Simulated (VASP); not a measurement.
Write the native input for VASP 6.6.1 that does the following.

| Property | Result |
| --- | --- |
| Task | single point |
| Functional | PBEsol |
| Potentials or basis | VASP PAW PBE potentials, release 64 (Au) |
| Cutoff | 520 eV |
| k mesh | 19 × 19 × 19 |
| Occupations | fermi-dirac, width 0.1 eV |
| Spin | no spin polarisation |
| Dipole correction | no |
| Further INCAR settings | ALGO = Normal; EDIFF = 1e-06; NBANDS = 12 |

The structure of Au lies in POSCAR:

```
Au
1.0
    2.6942616035      0.0000000000      0.0000000000
    0.0000000000      2.6942616035      0.0000000000
    0.0000000000      0.0000000000      2.6942616035
Au
1
Direct
    0.0000000000      0.0000000000      0.0000000000
```

The input as run:

INCAR

```
SYSTEM = Au
ALGO = Normal
EDIFF = 1E-6
ENCUT = 520
GGA = PS
ISIF = 2
ISMEAR = -1
LASPH = .True.
LCHARG = .False.
LREAL = .False.
LWAVE = .False.
NBANDS = 12
NELM = 80
PREC = Accurate
SIGMA = 0.1
```

KPOINTS

```
k-points
0
Gamma
  19 19 19
  0 0 0
```

Potentials or basis: VASP PAW PBE potentials, release 64 (Au).

Launch:

```console
$ cat potpaw_PBE.64/Au/POTCAR > POTCAR
$ mpirun -np 1 vasp_std > vasp.out
```

It gave:

```
Pressure : -0.2 GPa
```

Caveat: the PAW data sets were made with another functional, which shifts forces and pressure a little.

Run time: 15 s on 1 thread of AMD EPYC 9R45 96-Core Processor (Zen 5), on a shared host, peak memory 0.13 GiB.
